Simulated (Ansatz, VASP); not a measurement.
## MgO in VASP and in Ansatz

```xyz
2
Lattice="0.0000 2.2468 2.2468 2.2468 0.0000 2.2468 2.2468 2.2468 0.0000" Properties=species:S:1:pos:R:3 pbc="T T T"
Mg    0.0000    0.0000    0.0000
O     1.1234    1.1234    1.1234
```

Alike in both runs: task relaxation of cell and atoms; functional PBEsol; k mesh 16 × 16 × 16; occupations fermi-dirac, width 0.05 eV; no spin polarisation.

|  | VASP | Ansatz |
| --- | --- | --- |
| version | VASP 6.6.1 | Ansatz 0.2.0 |
| potentials or method | VASP PAW PBE potentials, release 64 (Mg, O) | PAW with Ansatz's default frozen-core files, scalar-relativistic |
| plane-wave cutoff (eV) | 600 | 420 |
| valence electrons in the cell | 8 | 16 |

|  | VASP | Ansatz | Ansatz less VASP |
| --- | --- | --- | --- |
| gap on the k mesh at the Fermi level, each at its own relaxed structure (eV) | 3.51 | 3.49 | -0.019 |
| relaxed volume (Å³/atom) | 11.93 | 11.97 | +0.036 |
| relaxed cell length with the largest relative difference (Å) | 3.232 | 3.235 | +0.0033 |

VASP's potentials were made for PBE, not for PBEsol. VASP's potentials hold 8 valence electrons a cell and Ansatz's 16, so a difference there can come from the potentials and not from the codes.
